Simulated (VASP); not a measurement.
Here is a VASP 6.6.1 calculation.

Contents of INCAR:

```
ALGO = Normal
EDIFF = 1E-6
EDIFFG = -0.01
ENCUT = 600
GGA = PE
IBRION = 2
ISIF = 3
ISMEAR = 0
LASPH = True
LCHARG = False
LREAL = False
LWAVE = False
NELM = 80
NSW = 100
PREC = Accurate
SIGMA = 0.1
```

The input KPOINTS:

```
k-points
0
Gamma
  20 20 20
```

Contents of POSCAR:

```
ZrC
1.0
    0.0000000000      2.3543208051      2.3543208051
    2.3543208051      0.0000000000      2.3543208051
    2.3543208051      2.3543208051      0.0000000000
Zr C
1 1
Direct
    0.5000000000      0.5000000000      0.5000000000
    0.0000000000      0.0000000000      0.0000000000
```

Potentials or basis: VASP PAW PBE potentials, release 64 (Zr_sv, C).

The run is started by

```bash
$ cat potpaw_PBE.64/Zr_sv/POTCAR potpaw_PBE.64/C/POTCAR > POTCAR
$ mpirun -np 1 vasp_std > vasp.out
```

(1) What does it give for the relaxed volume?

(2) Predict the space group after relaxing (to 0.1 Å).

Answers

(1) 13.06 Å³/atom.

(2) Fm-3m (No. 225).
